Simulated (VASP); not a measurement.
# Si8BC8N in VASP: further runs

Si8BC8N is run at these levels: PBE; tasks: single point.

All numbers are computed with VASP 6.6.1; they aren't measurements. Logs are shortened: lines on timing, memory, paths and dates and some standing lists are left out, and cuts for length are marked.

### Step 1. The cell of the first run

The cell holds a disordered packing, 18 atoms: a = 5.587 Å, b = 5.720 Å, c = 6.073 Å, α = 90.21°, β = 90.81°, γ = 92.30°.

### Step 2. Single point, PBE

INCAR reads:

```
PREC = Accurate ; ENCUT = 520
EDIFF = 1E-6 ; ISMEAR = -1
SIGMA = 0.1379 ; LREAL = Auto
LASPH = T ; NELM = 120
ALGO = Normal ; ISIF = 2
LWAVE = F ; LCHARG = T
GGA = PE ; LELF = T
LVHAR = T ; ISYM = -1
NBANDS = 51 ; GGA_COMPAT = F
```

KPOINTS reads:

```
explicit points
1
Reciprocal
  0.25000000   0.25000000   0.25000000 1
```

POSCAR reads:

```
Si8BC8N
1.0
    5.5858750000     -0.1133160000     -0.0411110000
   -0.1133160000      5.7189320000     -0.0113280000
   -0.0411110000     -0.0113280000      6.0730380000
Si C B N
8 8 1 1
Direct
    0.6479597443      0.6826755372      0.6417522205
    0.2488469231      0.1345581417      0.0785243926
    1.0020246653     -0.0769565010      0.3157288778
    0.5864129487      0.1768895697      0.4415122757
    0.8116110674      0.5410420066      0.1415011838
    0.2875913189      0.2599498274      0.6396264733
    0.2096690333      0.5426650042      0.0543256954
    0.6601061118      0.2995126919      0.8412018008
    0.7656121241     -0.0617002531      0.5239534381
    0.7163529341      0.8478325891      0.1196747383
    0.6834955118      0.8838806323      0.8829674347
    0.1300555731     -0.0129104800      0.8154542199
    0.1930988345      0.7328714542      0.7665804913
    0.4577523368      0.8940650224      0.2314091604
    0.1721594049      0.6157079999      0.5705127130
    0.8353414277      0.0247758230      0.7637445018
    0.2685711985      0.7235984356      0.3502678814
    0.7502342138      0.4127652722      0.4109272301
```

Potentials or basis: VASP PAW PBE potentials, release 64 (Si, C, B, N).

On the command line:

```sh
cat potpaw_PBE.64/Si/POTCAR potpaw_PBE.64/C/POTCAR potpaw_PBE.64/B/POTCAR potpaw_PBE.64/N/POTCAR > POTCAR
mpirun -np 1 vasp_std > vasp.out
```

OUTCAR:

```text
PREC = Accurate
   ENCUT = 520
   EDIFF = 1E-6
   ISMEAR = -1
   LREAL = Auto
   LASPH = T
   NELM = 120
   ISIF = 2
   GGA = PE
   ISYM = -1

 ion  position               nearest neighbor table
   1  0.648  0.683  0.642-   9 1.74  11 1.86  18 2.18  16 2.30   8 2.51   6 3.08   3 3.10   4 3.11
                             4 3.14
   2  0.249  0.135  0.079-  12 1.90  14 2.06   3 2.32   7 2.36   6 2.77   8 2.86   4 2.88
   3  0.002  0.923  0.316-   9 1.85  17 1.92  10 2.01   2 2.32  15 2.55   5 2.61   4 2.90   7 2.97
                             1 3.10   6 3.13
   4  0.586  0.177  0.442-  18 1.61   9 1.79   6 2.14  14 2.15   8 2.55  16 2.56   2 2.88   3 2.90
                             5 3.02   1 3.11   1 3.14
   5  0.812  0.541  0.142-  18 1.83  10 1.86   7 2.29   8 2.41   3 2.61   4 3.02
   6  0.288  0.260  0.640-  12 2.07   4 2.14  15 2.20   8 2.40   2 2.77   7 3.03   1 3.08   3 3.13

   7  0.210  0.543  0.054-  13 2.06  17 2.09   5 2.29   2 2.36   3 2.97   6 3.03
   8  0.660  0.300  0.841-  16 1.94  11 2.40   6 2.40   5 2.41   1 2.51   4 2.55   2 2.86
   9  0.766  0.938  0.524-  16 1.57   1 1.74   4 1.79   3 1.85
  10  0.716  0.848  0.120-  11 1.46  14 1.64   5 1.86   3 2.01
  11  0.683  0.884  0.883-  16 1.36  10 1.46   1 1.86   8 2.40
  12  0.130  0.987  0.815-  13 1.54  16 1.69   2 1.90   6 2.07
  13  0.193  0.733  0.767-  15 1.37  12 1.54   7 2.06
  14  0.458  0.894  0.231-  17 1.59  10 1.64   2 2.06   4 2.15
  15  0.172  0.616  0.571-  13 1.37  17 1.57   6 2.20   3 2.55
  16  0.835  0.025  0.764-  11 1.36   9 1.57  12 1.69   8 1.94   1 2.30   4 2.56
  17  0.269  0.724  0.350-  15 1.57  14 1.59   3 1.92   7 2.09
  18  0.750  0.413  0.411-   4 1.61   5 1.83   1 2.18

IMPORTANT INFORMATION: All symmetrisations will be switched off!
NOSYMM: (Re-)initialisation of all symmetry stuff for point group C_1.

----------------------------------------------------------------------------------------

                                     Primitive cell

  volume of cell :     193.9162

  direct lattice vectors                    reciprocal lattice vectors
     5.585875000 -0.113316000 -0.041111000     0.179103995  0.003551215  0.001219056
    -0.113316000  5.718932000 -0.011328000     0.003551215  0.174928881  0.000350333
    -0.041111000 -0.011328000  6.073038000     0.001219056  0.000350333  0.164671139

  length of vectors
     5.587175507  5.720065739  6.073187712     0.179143345  0.174965275  0.164676024

  position of ions in fractional coordinates (direct lattice)
     0.647959744  0.682675537  0.641752221
     0.248846923  0.134558142  0.078524393
     0.002024665  0.923043499  0.315728878
     0.586412949  0.176889570  0.441512276
     0.811611067  0.541042007  0.141501184
     0.287591319  0.259949827  0.639626473
[... 10 lines left out ...]
     0.268571198  0.723598436  0.350267881
     0.750234214  0.412765272  0.410927230

  ion indices of the primitive-cell ions
   primitive index   ion index
                 1           1
                 2           2
                 3           3
                 4           4
                 5           5
                 6           6
[... 10 lines left out ...]
                17          17
                18          18

----------------------------------------------------------------------------------------

 KPOINTS: explicit points

Read explicit list of k-points.

 Found      1 k-points:

 Following reciprocal coordinates:
            Coordinates               Weight
  0.250000  0.250000  0.250000      1.000000
   k-points           NKPTS =      1   k-points in BZ     NKDIM =      1   number of bands    NBANDS=     51
   number of dos      NEDOS =    301   number of ions     NIONS =     18
   total plane-waves  NPLWV =  96768
   dimension x,y,z NGX =    42 NGY =   48 NGZ =   48
   dimension x,y,z NGXF=    84 NGYF=   96 NGZF=   96
   ions per type =               8   8   1   1
   NGX,Y,Z   is equivalent  to a cutoff of  12.50, 13.95, 13.14 a.u.
   NGXF,Y,Z  is equivalent  to a cutoff of  24.99, 27.90, 26.28 a.u.
 SYSTEM =  unknown system
   PREC   = accura    normal or accurate (medium, high low for compatibility)
   ISTART =      0    job   : 0-new  1-cont  2-samecut
   ICHARG =      2    charge: 1-file 2-atom 10-const
   ISPIN  =      1    spin polarized calculation?
   LNONCOLLINEAR =      F non collinear calculations
   LSORBIT =      F    spin-orbit coupling
   LASPH  =      T    aspherical Exc in radial PAW
   ENCUT  =  520.0 eV  38.22 Ry    6.18 a.u.  10.39 10.64 11.29*2*pi/ulx,y,z
   NELM   =    120;   NELMIN=  2; NELMDL= -5     # of ELM steps
   EDIFF  = 0.1E-05   stopping-criterion for ELM
   LREAL  =      T    real-space projection
   EDIFFG = 0.1E-04   stopping-criterion for IOM
   NSW    =      0    number of steps for IOM
   IBRION =     -1    ionic relax: 0-MD 1-quasi-New 2-CG
   NFREE  =      0    steps in history (QN), initial steepest desc. (CG)
   ISIF   =      2    stress and relaxation
   ISYM   =     -1    0-nonsym 1-usesym 2-fastsym
   POTIM  = 0.5000    time-step for ionic-motion
   TEBEG  =    0.0;   TEEND  =   0.0 temperature during run
   PSTRESS=    0.0 pullay stress
   NELECT =      72.0000    total number of electrons
   NUPDOWN=      -1.0000    fix difference up-down
   EMIN   =  10.00;   EMAX   =-10.00  energy-range for DOS
   EFERMI =   0.00;   METHOD = LEGACY
   ISMEAR =    -1;   SIGMA  =   0.14  broadening in eV -4-tet -1-fermi 0-gaus
   EFERMI_NEDOS =   21; number of points for ismear=-14 and -15
   IALGO  =     38    algorithm
   IMIX   =      4    mixing-type and parameters
     AMIX     =   0.40;   BMIX     =  1.00
     AMIX_MAG =   1.60;   BMIX_MAG =  1.00
  volume/ion in A,a.u.               =      10.77        72.70
  Fermi-wavevector in a.u.,A,eV,Ry     =   1.176651  2.223548 18.837367  1.384507
  Thomas-Fermi vector in A             =   2.313011
   LORBIT       =      0    0 simple, 1 ext, 2 COOP (PROOUT), +10 PAW based schemes
   GGA     = PE    functional components
   LHFCALC =     F    Hartree Fock is set to
   AEXX    =    0.0000 exact exchange contribution
   IVDW    =     0    specifies the selected vdW correction
   LEPSILON=     F    determine dielectric tensor
   LRPA    =     F    only Hartree local field effects (RPA)
 non-spin polarized calculation
  energy-cutoff  :      520.00
  volume of cell :      193.92
 maximum number of plane-waves:      5218
 NGX is ok and might be reduce to    42
   NGX = 21   NGY = 21   NGZ = 23

 number of electron      71.9999997 magnetization

 Free energy of the ion-electron system (eV)
  ---------------------------------------------------
  ext. energy  EPLUGINS =         0.00000000
  ---------------------------------------------------
  free energy    TOTEN  =      -118.86741595 eV

  energy without entropy =     -118.75956844  energy(sigma->0) =     -118.81349219

 E-fermi :   8.2086     XC(G=0): -11.1123

 val. band max:        7.7789206584   @ k =   0.2500   0.2500   0.2500
 cond. band min:       8.6274379273   @ k =   0.2500   0.2500   0.2500
 fundamental gap:      0.8485172689
 Fermi energy:         8.2085821892

 k-point     1 :       0.2500    0.2500    0.2500
  band No.  band energies     occupation
      1      -9.8888      2.00000
      2      -8.2869      2.00000
      3      -7.7988      2.00000
      4      -7.2010      2.00000
      5      -5.4237      2.00000
      6      -4.6373      2.00000
[... 40 lines left out ...]
     47      12.3212      0.00000
     48      12.6083      0.00000
 [bands above 48 left out]

------------------------ aborting loop because EDIFF is reached ----------------------------------------

  FORCE on cell =-STRESS in cart. coord.  units (eV):
  Direction    XX          YY          ZZ          XY          YZ          ZX
  --------------------------------------------------------------------------------------
  -------------------------------------------------------------------------------------
  Total       10.3703080      4.1119742     19.2118514      8.6523002      1.2681786      0.5253948
  in kB       85.6817218     33.9740174    158.7324600     71.4871708     10.4779653      4.3409255
  external PRESSURE =      92.7960664 kB  Pullay stress =       0.0000000 kB

 VOLUME and BASIS-vectors are now :
 -----------------------------------------------------------------------------
  energy-cutoff  :      520.00
  volume of cell :      193.92
      direct lattice vectors                 reciprocal lattice vectors
     5.585875000 -0.113316000 -0.041111000     0.179103995  0.003551215  0.001219056
    -0.113316000  5.718932000 -0.011328000     0.003551215  0.174928881  0.000350333
    -0.041111000 -0.011328000  6.073038000     0.001219056  0.000350333  0.164671139

 POSITION                                       TOTAL-FORCE (eV/Angst)
 -----------------------------------------------------------------------------------
      3.51568      3.82348      3.86301        -1.104924     -3.384823      0.439662
      1.37155      0.74044      0.46513         0.809846     -0.859819     -0.058855
     -0.10627      5.27502      1.90689        -2.535384      2.147453     -0.927004
      3.23743      0.94017      2.65521        -1.644050     -3.681009     -2.674305
      4.46643      3.00061      0.81985        -1.482822     -3.120483      1.040108
      1.55070      1.44680      3.86971        -2.801894      0.320015      0.955993
[... 10 lines left out ...]
      1.40381      4.10381      2.10795         0.911258     -1.450117     -1.528326
      4.12705      2.27091      2.46006         1.428343      4.849017     -2.234841
 -----------------------------------------------------------------------------------
    total drift:                                0.017853      0.010065     -0.007942

  FREE ENERGIE OF THE ION-ELECTRON SYSTEM (eV)
  ---------------------------------------------------
  free  energy   TOTEN  =      -118.8674159468 eV

  energy  without entropy=     -118.7595684386  energy(sigma->0) =     -118.81349219
```

Wall time 19 s (1 thread of AMD EPYC 9R45 (Zen 5), shared host); peak memory 0.25 GiB.

Results:

* Free energy: -118.8674 eV
* Pressure: 9.3 GPa
* Largest force: 5.527 eV/Å

Forces on the atoms (eV/Å):
```
Si  -1.105 -3.385  0.440
Si   0.810 -0.860 -0.059
Si  -2.535  2.147 -0.927
Si  -1.644 -3.681 -2.674
Si  -1.483 -3.120  1.040
Si  -2.802  0.320  0.956
Si  -0.042  0.606 -0.547
Si   0.179  0.909  1.493
C    2.268  2.342  1.152
C   -3.083  0.159  0.354
C   -1.636 -1.753  4.052
C   -0.386  0.922 -1.903
C   -0.788  1.756  3.209
C    2.343  1.395 -0.796
C    3.137 -2.215  0.235
C    4.427  1.058 -2.263
B    0.911 -1.450 -1.528
N    1.428  4.849 -2.235
```

Stress tensor (GPa, compression positive):
```
 8.57  7.15  0.43
 7.15  3.40  1.05
 0.43  1.05 15.87
```

Caveat: the atoms stand as in a frame of molecular dynamics.

### Step 3. Single point, PBE

INCAR reads:

```
PREC = Accurate ; ENCUT = 520
EDIFF = 1E-6 ; ISMEAR = -1
SIGMA = 0.05 ; LREAL = Auto
LASPH = True ; NELM = 120
ALGO = Normal ; ISIF = 2
LWAVE = False ; LCHARG = True
GGA = PE ; LELF = True
LVHAR = True ; ISYM = -1
NBANDS = 51 ; GGA_COMPAT = False
```

KPOINTS is that of step 2.

POSCAR reads:

```
Si8BC8N
1.0
    5.5858750000     -0.1133160000     -0.0411110000
   -0.1133160000      5.7189320000     -0.0113280000
   -0.0411110000     -0.0113280000      6.0730380000
Si C B N
8 8 1 1
Direct
    0.6553633212      0.6810184807      0.6161927883
    0.2371169820      0.1477963226      0.0715899280
   -0.0362095852      0.9394305492      0.2794451899
    0.5753696877      0.1739869815      0.4270060467
    0.7568722034      0.5294705859      0.1340524489
    0.3033742032      0.2937444864      0.6629229974
    0.1754794505      0.5717102250      0.0399250703
    0.6565010998      0.2596976877      0.8660255826
    0.7911929329      0.9589866438      0.5275058601
    0.6843172363      0.8447716944      0.1101503958
    0.6920625067      0.8747253366      0.8704064210
    0.1500210851      1.0135878462      0.7906231510
    0.2442392535      0.7784859640      0.7739297217
    0.4672707768      0.9509222106      0.2305088517
    0.2846285251      0.6369425814      0.5867183194
    0.8770299257      0.0180614304      0.7675290649
    0.2785286834      0.7579942525      0.3196354364
    0.7287906163      0.4453508579      0.4064825950
```

Potentials or basis: VASP PAW PBE potentials, release 64 (Si, C, B, N).

On the command line:

```sh
cat potpaw_PBE.64/Si/POTCAR potpaw_PBE.64/C/POTCAR potpaw_PBE.64/B/POTCAR potpaw_PBE.64/N/POTCAR > POTCAR
mpirun -np 1 vasp_std > vasp.out
```

Wall time 18 s (1 thread of AMD EPYC 9R45 (Zen 5), shared host); peak memory 0.25 GiB.

Results (log left out):

```
Free energy   : -122.6456 eV
Pressure      : 8.4 GPa
Largest force : 2.422 eV/Å
```

Forces on the atoms (eV/Å):
```
Si  -1.198 -1.633 -0.181
Si   0.284  0.223 -0.079
Si   0.511 -0.041 -0.120
Si   0.181  0.028  0.493
Si   0.236 -0.780  0.645
Si  -0.943  0.265 -0.749
Si   0.683  0.583  0.251
Si   0.875 -0.354  0.093
C    0.722  1.398  1.212
C   -0.687  1.155  0.051
C    0.104 -0.710  1.888
C   -0.309  1.129  0.799
C   -1.317 -1.579  0.357
C    0.415 -1.119 -1.593
C    0.208  0.467 -0.711
C    0.632  0.803 -2.196
B   -0.325 -0.812  0.337
N   -0.071  0.977 -0.496
```

Stress tensor (GPa, compression positive):
```
10.65  6.58  0.77
 6.58 -1.01  1.46
 0.77  1.46 15.41
```

Levels at points of the mesh, in eV from the Fermi level:
| k point | band 34 | band 35 | band 36 | band 37 | band 38 | band 39 |
| --- | --- | --- | --- | --- | --- | --- |
| (0.25, 0.25, 0.25) | -1.09 | -0.70 | -0.49 | 0.49 | 1.34 | 1.75 |

Caveat: the atoms stand as in a frame of molecular dynamics.

### Step 4. Single point, PBE

INCAR reads:

```
ALGO = Normal ; EDIFF = 1E-6
ENCUT = 520 ; GGA = PE
GGA_COMPAT = F ; ISIF = 2
ISMEAR = -1 ; ISYM = -1
LASPH = T ; LCHARG = F
LREAL = Auto ; LWAVE = F
NBANDS = 51 ; NELM = 120
PREC = Accurate ; SIGMA = 0.05
```

KPOINTS is that of step 3.

POSCAR reads:

```
Si8BC8N
1.0
    5.5858750000     -0.1133160000     -0.0411110000
   -0.1133160000      5.7189320000     -0.0113280000
   -0.0411110000     -0.0113280000      6.0730380000
Si C B N
8 8 1 1
Direct
    0.6450504282      0.6710743965      0.6459486338
    0.2592332394      0.1562836518      0.0943064606
   -0.0170727842      0.9490210356      0.3140350235
    0.5812827752      0.1802654674      0.4459137525
    0.7732126034      0.5393896680      0.1543497257
    0.2905797816      0.2830945012      0.6610931662
    0.1951682666      0.5778943739      0.0601995163
    0.6831127722      0.2776245855      0.8854624951
    0.7879581245      0.9728640902      0.5559952615
    0.6996345421      0.8548756110      0.1377736656
    0.7074408136      0.8794903103      0.9028880546
    0.1499692273      1.0131705293      0.8228679914
    0.2268563394      0.7630928062      0.7984123607
    0.4825510277      0.9469382606      0.2431822544
    0.2792490764      0.6448071860      0.5955209871
    0.8822407045      0.0282634285      0.7852787955
    0.2856243562      0.7609184612      0.3484399385
    0.7154060578      0.4615630137      0.4179499032
```

On the command line:

```sh
cat potpaw_PBE.64/Si/POTCAR potpaw_PBE.64/C/POTCAR potpaw_PBE.64/B/POTCAR potpaw_PBE.64/N/POTCAR > POTCAR
mpirun -np 1 vasp_std > vasp.out
```

Run time: 17 s. Hardware: 1 thread of AMD EPYC 9R45 (Zen 5), shared host; peak memory 0.25 GiB.

Results (log left out):

| Quantity | Value |
| --- | --- |
| Free energy | -123.1232 eV |
| Pressure | 7.3 GPa |
| Largest force | 1.369 eV/Å |

Forces on the atoms (eV/Å):
```
Si  -0.120  0.466 -0.286
Si  -0.211 -0.028 -0.343
Si  -0.296  0.204 -0.183
Si  -0.039 -0.048 -0.113
Si   0.558 -0.465  0.440
Si  -0.201  0.475  0.402
Si  -0.099 -0.261  0.887
Si  -0.519 -0.214 -0.663
C    0.949 -0.509  0.661
C    0.306  0.674 -0.305
C   -0.174 -0.221 -0.184
C    0.401  0.628 -0.322
C   -0.102  0.399 -0.692
C   -0.557 -0.182  0.164
C   -0.011 -0.495  1.276
C    0.106 -0.142 -0.116
B   -0.028 -0.250 -0.988
N    0.038 -0.032  0.365
```

Stress tensor (GPa, compression positive):
```
10.16  3.46  0.23
 3.46 -3.56  1.88
 0.23  1.88 15.44
```

Levels at points of the mesh, in eV from the Fermi level:
| k point | band 32 | band 33 | band 34 | band 35 | band 36 | band 37 | band 38 | band 39 | band 40 | band 41 |
| --- | --- | --- | --- | --- | --- | --- | --- | --- | --- | --- |
| (0.25, 0.25, 0.25) | -1.96 | -1.49 | -1.21 | -0.74 | -0.47 | 0.47 | 1.23 | 1.58 | 2.46 | 2.64 |

Caveat: the atoms stand as in a frame of molecular dynamics.

### Step 5. Single point, PBE

INCAR reads:

```
ALGO = Normal
EDIFF = 1E-6
ENCUT = 520
GGA = PE
GGA_COMPAT = F
ISIF = 2
ISMEAR = -1
ISYM = -1
LASPH = T
LCHARG = T
LELF = T
LREAL = Auto
LVHAR = T
LWAVE = F
NBANDS = 51
NELM = 120
PREC = Accurate
SIGMA = 0.05
```

KPOINTS is that of step 4.

POSCAR reads:

```
Si8BC8N
1.0
    5.5858750000     -0.1133160000     -0.0411110000
   -0.1133160000      5.7189320000     -0.0113280000
   -0.0411110000     -0.0113280000      6.0730380000
Si C B N
8 8 1 1
Direct
    0.6335232357      0.6842814686      0.6524425360
    0.2308090750      0.1608115058      0.0865735509
   -0.0296569955      0.9326446053      0.3122077895
    0.5765743714      0.1771446750      0.4444076003
    0.7759507721      0.5216917506      0.1561625065
    0.2786192022      0.2735321931      0.6694914286
    0.1735667249      0.5843570076      0.0698360685
    0.6641879789      0.2688394705      0.8895238010
    0.7793439092      0.9620597695      0.5515772864
    0.6971817162      0.8588971860      0.1356601794
    0.6915910559      0.8792116931      0.8947346797
    0.1396688338      1.0173653907      0.8124801196
    0.2124986818      0.7635426908      0.8063406560
    0.4764040856      0.9402221003      0.2479741250
    0.2776484489      0.6388696158      0.6106000852
    0.8784830191      0.0168097697      0.7777849795
    0.2880626483      0.7366858347      0.3529384668
    0.7198044778      0.4607207211      0.4288586579
```

On the command line:

```sh
cat potpaw_PBE.64/Si/POTCAR potpaw_PBE.64/C/POTCAR potpaw_PBE.64/B/POTCAR potpaw_PBE.64/N/POTCAR > POTCAR
mpirun -np 1 vasp_std > vasp.out
```

It took 18 s on 1 thread of AMD EPYC 9R45 (Zen 5), shared host; peak memory 0.25 GiB.

It converged, with:

```
Free energy   : -122.7270 eV
Pressure      : 7.7 GPa
Largest force : 2.381 eV/Å
```

Forces on the atoms (eV/Å):
```
Si  -0.334 -1.391 -0.981
Si   0.533 -0.415  0.691
Si   0.817  0.501 -0.273
Si  -0.481  0.698  0.256
Si  -0.636  0.730  1.197
Si   1.031  1.576 -0.885
Si   0.965 -0.677  0.354
Si  -0.251 -0.793 -1.029
C    1.321  0.464  0.416
C   -0.943 -0.644 -0.980
C    0.818  0.012  2.236
C    0.344 -0.784  0.954
C    0.196  0.276 -1.133
C   -0.717 -0.428 -0.546
C   -0.601 -0.570  0.569
C   -1.427  0.758 -0.200
B   -0.271  1.146 -0.469
N   -0.364 -0.456 -0.176
```

Stress tensor (GPa, compression positive):
```
11.05  6.20  1.19
 6.20 -3.77  3.51
 1.19  3.51 15.72
```

Levels at points of the mesh, in eV from the Fermi level:
```csv
k point,band 34,band 35,band 36,band 37,band 38,band 39
"(0.25, 0.25, 0.25)",-1.21,-0.79,-0.52,0.52,1.26,1.61
```

Caveat: the atoms stand as in a frame of molecular dynamics.

### Step 6. Overview

```tsv
cell	smearing	pressure (GPa)	largest force (eV/Å)
as given, atomic positions A	fermi-dirac 0.1379 eV	9.3	5.53
as given, atomic positions B	fermi-dirac 0.05 eV	8.4	2.42
as given, atomic positions C	fermi-dirac 0.05 eV	7.3	1.37
as given, atomic positions D	fermi-dirac 0.05 eV	7.7	2.38
```

Alike in all rows: task single point; level PBE; potentials or basis VASP PAW PBE potentials, release 64 (Si, C, B, N); no spin polarisation; k mesh 1 × 1 × 1, shifted; cutoff (eV) 520.

Caveats: the atoms stand as in a frame of molecular dynamics.

Total energies depend on the potentials used, so only differences within one code and one set of settings carry meaning.
